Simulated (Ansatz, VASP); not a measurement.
## Au: VASP beside Ansatz

Contents of POSCAR:

```
Au
1.0
    0.0000000000      2.0148175000      2.1068650000
    2.0148175000      0.0000000000      2.1068650000
    2.0148175000      2.0148175000      0.0000000000
Au
1
Direct
    0.0000000000      0.0000000000      0.0000000000
```

INCAR.step1

```
SYSTEM = Au
  PREC = Accurate
  ENCUT = 520
  ISMEAR = 1
  SIGMA = 0.4
  LREAL = .False.
  LASPH = .True.
  NELM = 60
  NBANDS = 12
  GGA = PE
  ALGO = Normal
  EDIFF = 1E-4
  LWAVE = .True.
  LCHARG = .False.
```

Contents of INCAR.step2:

```
SYSTEM = Au
  PREC = Accurate
  ENCUT = 520
  EDIFF = 1E-7
  ISMEAR = 1
  SIGMA = 0.4
  LREAL = .False.
  LASPH = .True.
  NELM = 60
  ALGO = Normal
  ISIF = 2
  LWAVE = .False.
  LCHARG = .False.
  METAGGA = R2SCAN
  LMIXTAU = .True.
  NBANDS = 12
  ISTART = 1
```

Contents of KPOINTS:

```
regular mesh
0
Gamma
  20 20 20
  0 0 0
```

Input for Ansatz:

```yaml
crystal:
  lattice:
    - [0.0, 2.0148175, 2.106865]
    - [2.0148175, 0.0, 2.106865]
    - [2.0148175, 2.0148175, 0.0]
  atoms:
    - { symbol: Au, position: [0.0, 0.0, 0.0] }
basis:
  ecutwfc: 500
kpoints:
  mp_grid: { grid: [20, 20, 20] }
hamiltonian:
  xc: r2scan
scf:
  occupations: { method: cold, width: 0.4 }
output:
  forces: true
  stress: true
  eigenvalues: true
```

Change from the starting cell: strain -0.015 along x and y, +0.030 along z, atoms carried along.

Alike in both runs: task single point; functional r2SCAN; k mesh 20 × 20 × 20; no spin polarisation.

|  | VASP | Ansatz |
| --- | --- | --- |
| version | VASP 6.6.1 | Ansatz 0.2.0 |
| potentials or method | VASP PAW PBE potentials, release 64 (Au), cutoff 520 eV | scalar-relativistic, plane waves, PAW |
| occupations | methfessel-paxton of order 1, width 0.4 eV | cold, width 0.4 eV |
| valence electrons in the cell | 11 | 19 |

VASP gave:

- gap on the k mesh at the Fermi level (eV): none
- pressure (GPa): 4.6
- traceless stress, the component that is largest in VASP (GPa): -1.06

What did Ansatz give for the same quantities?

gap on the k mesh at the Fermi level (eV): none; pressure (GPa): 4.2; traceless stress, the component that is largest in VASP (GPa): -0.86.

VASP's potentials were made for PBE, not for r2SCAN. A gap of «none» marks a metal or a gap that the smearing closes. VASP's potentials hold 11 valence electrons a cell and Ansatz's 19, so a difference there can come from the potentials and not from the codes.

Neither program's run includes spin-orbit coupling.
